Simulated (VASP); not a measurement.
Here is a VASP 6.6.1 calculation.

Contents of INCAR:

```
SYSTEM = Cs
  PREC = Accurate
  ENCUT = 520
  EDIFF = 1E-7
  ISMEAR = -1
  SIGMA = 0.08
  LREAL = .False.
  LASPH = .True.
  NELM = 80
  ALGO = Normal
  ISIF = 2
  LWAVE = .False.
  LCHARG = .False.
  NBANDS = 16
```

The input KPOINTS:

```
regular mesh
0
Gamma
  7 7 7
  0 0 0
```

File POSCAR:

```
Cs
1.0
    0.0000000000      4.2593055082      4.2593055082
    4.2593055082      0.0000000000      4.2593055082
    4.2593055082      4.2593055082      0.0000000000
Cs
2
Direct
   -0.1250000000     -0.1250000000     -0.1250000000
    0.1250000000      0.1250000000      0.1250000000
```

Potentials or basis: VASP PAW LDA potentials, release 64 (Cs_sv).

Command:

```console
$ cat potpaw_LDA.64/Cs_sv/POTCAR > POTCAR
$ mpirun -np 1 vasp_std > vasp.out
```

Q: Estimate the pressure.

A: 0.8 GPa.
